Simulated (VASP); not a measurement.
NbP: single point with PBE

Crystal: NbP.

```xyz
8
Lattice="3.3470 0.0000 0.0000 0.0000 3.3470 0.0000 0.0000 0.0000 11.4280" Properties=species:S:1:pos:R:3 pbc="T T T"
Nb    1.6735    1.6735    0.0004
Nb    0.0000    1.6735    8.5714
Nb    0.0000    0.0000    5.7144
Nb    1.6735    0.0000    2.8574
P     0.0000    0.0000    0.9439
P     1.6735    0.0000    9.5149
P     1.6735    1.6735    6.6579
P     0.0000    1.6735    3.8009
```

```json
{
 "Program": "VASP 6.6.1",
 "Task": "single point",
 "Functional": "PBE",
 "Potentials or basis": "VASP PAW PBE potentials, release 64 (Nb_sv, P)",
 "Cutoff": "520 eV",
 "k mesh": "10 × 10 × 4",
 "Occupations": "gaussian, width 0.1 eV",
 "Spin": "no spin polarisation"
}
```

```json
{
 "Pressure": "-0.4 GPa",
 "Largest force": "0.005 eV/Å",
 "Band gap on the k mesh": "zero (band 36 reaches 10.75 eV, above the bottom of band 37 at 10.61 eV)"
}
```

Forces in eV/Å, atoms in the order of the input:
```
Nb   0.000  0.000 -0.005
Nb   0.000  0.000 -0.005
Nb   0.000  0.000 -0.005
Nb   0.000  0.000 -0.005
P    0.000  0.000  0.005
P    0.000  0.000  0.005
P    0.000  0.000  0.005
P    0.000  0.000  0.005
```

Stress tensor (GPa, compression positive):
```
-0.45  0.00  0.00
 0.00 -0.45  0.00
 0.00  0.00 -0.16
```

Levels at points of the mesh, in eV from the Fermi level:
```
           k point  band 33  band 34  band 35  band 36  band 37  band 38  band 39  band 40
(0.00, 0.00, 0.00)    -1.36    -1.36    -0.53    -0.53     0.82     1.19     1.19     1.60
(0.50, 0.00, 0.00)    -1.48    -1.48    -0.05    -0.05    -0.03    -0.03     1.51     1.51
(0.50, 0.50, 0.00)    -0.43    -0.43    -0.43    -0.43     2.97     2.97     2.97     2.97
(0.00, 0.00, 0.50)    -0.91    -0.91    -0.91    -0.91     0.92     0.92     1.47     1.47
(0.50, 0.00, 0.50)    -1.50    -1.50    -0.10    -0.10     0.07     0.07     1.32     1.32
(0.50, 0.50, 0.50)    -0.41    -0.41    -0.41    -0.41     2.99     2.99     2.99     2.99
```

It took 4.9 min on 1 thread of Intel(R) Xeon(R) Platinum 8488C (Sapphire Rapids), on a shared host, peak memory 0.41 GiB.
